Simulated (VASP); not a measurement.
Input of a VASP 6.6.1 run:

Contents of INCAR:

```
  ALGO = Normal
  EDIFF = 1E-7
  EDIFFG = -0.01
  ENCUT = 600
  GGA = PE
  IBRION = 2
  ISIF = 3
  ISMEAR = 0
  LASPH = T
  LCHARG = F
  LREAL = F
  LWAVE = F
  NELM = 100
  NSW = 100
  PREC = Accurate
  SIGMA = 0.1
```

The input KPOINTS:

```
k-points
0
Gamma
  14 14 6
```

The input POSCAR:

```
MgSI
1.0
    3.4462659329      0.0000000000      0.0000000000
    0.0000000000      3.4462659329      0.0000000000
    0.0000000000      0.0000000000      9.5224667937
Mg S I
1 1 1
Direct
    0.0000000000      0.0000000000      0.0000000000
    0.5000000000      0.5000000000      0.0000000000
    0.5000000000      0.5000000000      0.5000000000
```

Potentials or basis: VASP PAW PBE potentials, release 64 (Mg, S, I).

Launch:

```bash
$ cat potpaw_PBE.64/Mg/POTCAR potpaw_PBE.64/S/POTCAR potpaw_PBE.64/I/POTCAR > POTCAR
$ mpirun -np 1 vasp_std > vasp.out
```

Problem. Predict the space group after relaxing (to 0.05 Å).

Solution. P4/mmm (No. 123).

Problem. Estimate the relaxed volume.

Solution. 39.86 Å³/atom.

Problem. What does it give for the relaxed cell?

Solution. a = 3.447 Å, b = 3.447 Å, c = 10.064 Å, α = 90.00°, β = 90.00°, γ = 90.00°.

Step by step:
```tsv
step	energy change (eV)	largest force (eV/Å)	pressure (GPa)	volume (Å³)
1	0.0000	0.0000	0.08	113.10
2	-0.0001	0.0000	0.04	113.41
3	0.0000	0.0000	-0.10	113.91
4	-0.0001	0.0000	-0.06	113.61
5	-0.0001	0.0000	-0.02	113.52
6	-0.0002	0.0000	-0.02	113.67
7	-0.0005	0.0000	0.01	114.12
8	-0.0009	0.0000	0.02	115.02
9	-0.0015	0.0000	0.05	116.83
10	-0.0014	0.0000	0.14	120.41
11	-0.0016	0.0000	0.09	118.67
12	-0.0017	0.0000	0.05	119.12
13	-0.0017	0.0000	0.01	119.58
```

Caveat: this functional lacks dispersion, which binds the layers, so the pressure and a relaxed spacing across them are unreliable; an odd number of electrons without spin polarisation forces a metal; a magnetic or distorted state may lie lower.
